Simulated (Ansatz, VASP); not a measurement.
# One calculation of BaZrO3, two programs

```
Ba Zr O
1.0
     4.28946    0.00000    0.00000
     0.00000    4.28946    0.00000
     0.00000    0.00000    4.28946
Ba Zr O
1 1 3
Direct
  0.00000 0.00000 0.00000
  0.50000 0.50000 0.50000
  0.50000 0.50000 0.00000
  0.50000 0.00000 0.50000
  0.00000 0.50000 0.50000
```

Change from the starting cell: hydrostatic strain +2.0%.

Alike in both runs: task single point; functional r2SCAN; k mesh 6 × 6 × 6; non-collinear spin, spin-orbit coupling.

```csv
,VASP,Ansatz
version,VASP 6.6.1,Ansatz 0.2.0
potentials or method,"VASP PAW PBE potentials, release 64 (Ba_sv, Zr_sv, O)","plane waves, PAW"
plane-wave cutoff (eV),520,500
occupations,"gaussian, width 0.01 eV",fixed
valence electrons in the cell,40,40
```

```csv
,VASP,Ansatz,Ansatz less VASP
pressure (GPa),-7.7,-8.5,-0.81
net moment per atom (μB),0.00,0.00,0.000
```

VASP's potentials were made for PBE, not for r2SCAN.
